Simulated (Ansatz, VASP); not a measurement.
Two plane-wave programs on VN

```
V N
1.0
     0.00000    2.05804    2.05804
     2.05804    0.00000    2.05804
     2.05804    2.05804    0.00000
V N
1 1
Direct
  0.50000 0.50000 0.50000
  0.00000 0.00000 0.00000
```

Alike in both runs: task relaxation of cell and atoms; functional PBE; k mesh 18 × 18 × 18; occupations gaussian, width 0.1 eV; no spin polarisation.

|  | VASP | Ansatz |
| --- | --- | --- |
| version | VASP 6.6.1 | Ansatz 0.2.0 |
| potentials or method | VASP PAW PBE potentials, release 64 (V_sv, N), cutoff 600 eV | scalar-relativistic, plane waves, PAW |
| valence electrons in the cell | 18 | 18 |

```csv
,VASP,Ansatz,Ansatz less VASP
"gap on the k mesh at the Fermi level, each at its own relaxed structure (eV)",none,none,-
relaxed volume (Å³/atom),8.74,8.72,-0.018
relaxed cell length with the largest relative difference (Å),2.913,2.911,-0.0020
```

A gap of «none» marks a metal or a gap that the smearing closes.

Noted on VASP's run: too few bands were computed for a metal, which touches its energy and stress.
